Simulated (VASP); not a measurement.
Write the native input for VASP 6.6.1 that does the following.

```
Task                   : single point
Functional             : PBE
Potentials or basis    : VASP PAW PBE potentials, release 64 (Sn_d, O)
Cutoff                 : 520 eV
k mesh                 : 9 × 9 × 9
Occupations            : fermi-dirac, width 0.05 eV
Spin                   : no spin polarisation
Dipole correction      : no
Further INCAR settings : ALGO = Normal; EDIFF = 1e-06; NBANDS = 20
```

The structure of SnO2 lies in POSCAR:

```
SnO2
1.0
    0.0000000000      2.6246363468      2.6246363468
    2.6246363468      0.0000000000      2.6246363468
    2.6246363468      2.6246363468      0.0000000000
Sn O
1 2
Direct
    0.0000000000      0.0000000000      0.0000000000
    0.7500000000      0.7500000000      0.7500000000
    0.2500000000      0.2500000000      0.2500000000
```

This cell differs from its parent crystal: volume scaled by 1.06.

One way to write it, as run:

INCAR

```
ALGO = Normal ; EDIFF = 1E-6
ENCUT = 520 ; GGA = PE
ISIF = 2 ; ISMEAR = -1
LASPH = True ; LCHARG = False
LREAL = False ; LWAVE = False
NBANDS = 20 ; NELM = 60
PREC = Accurate ; SIGMA = 0.05
```

KPOINTS

```
k-points
0
Gamma
  9 9 9
```

Potentials or basis: VASP PAW PBE potentials, release 64 (Sn_d, O).

Run with:

```bash
$ cat potpaw_PBE.64/Sn_d/POTCAR potpaw_PBE.64/O/POTCAR > POTCAR
$ mpirun -np 1 vasp_std > vasp.out
```

It gave:

The pressure is -9.4 GPa and the band gap on the k mesh is zero (band 13 reaches 6.49 eV, above the bottom of band 14 at 5.84 eV).

Caveat: spin-orbit coupling is left out, which moves the levels of the heavy elements.

It took 10 s on 1 thread of Intel(R) Xeon(R) 6975P-C (Granite Rapids), on a shared host, peak memory 0.16 GiB.
